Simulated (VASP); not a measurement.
Here is a VASP 6.6.1 calculation.

File POSCAR:

```
Au
1.0
    2.7484100000      0.0000000000      0.0000000000
    0.0000000000      2.7484100000      0.0000000000
    0.0000000000      0.0000000000      2.7484100000
Au
1
Direct
    0.5000000000      0.5000000000      0.5000000000
```

File INCAR.step1:

```
PREC = Accurate
ENCUT = 520
EDIFF = 1E-5
ISMEAR = -1
SIGMA = 0.05
LREAL = F
LASPH = T
NELM = 80
ALGO = Normal
ISIF = 2
LWAVE = T
LCHARG = F
NBANDS = 12
GGA = PE
```

Contents of INCAR.step2:

```
PREC = Accurate
ENCUT = 520
EDIFF = 1E-7
ISMEAR = -1
SIGMA = 0.05
LREAL = F
LASPH = T
NELM = 80
ALGO = Normal
ISIF = 2
LWAVE = F
LCHARG = F
METAGGA = R2SCAN
LHFCALC = T
AEXX = 0.1
LMIXTAU = T
PRECFOCK = Normal
NBANDS = 12
ISTART = 1
```

KPOINTS

```
regular mesh
0
Gamma
  5 5 5
```

Potentials or basis: VASP PAW PBE potentials, release 64 (Au).

The run is started by

```sh
$ cat potpaw_PBE.64/Au/POTCAR > POTCAR
$ cp INCAR.step1 INCAR
$ mpirun -np 1 vasp_std > vasp.out
$ cp INCAR.step2 INCAR
$ mpirun -np 1 vasp_std > vasp.out
```

Problem. Predict the pressure.

Solution. -2.4 GPa.

Caveat: the k points lie up to 0.46 Å⁻¹ apart; the PAW data sets were made with another functional, which shifts forces and pressure a little.
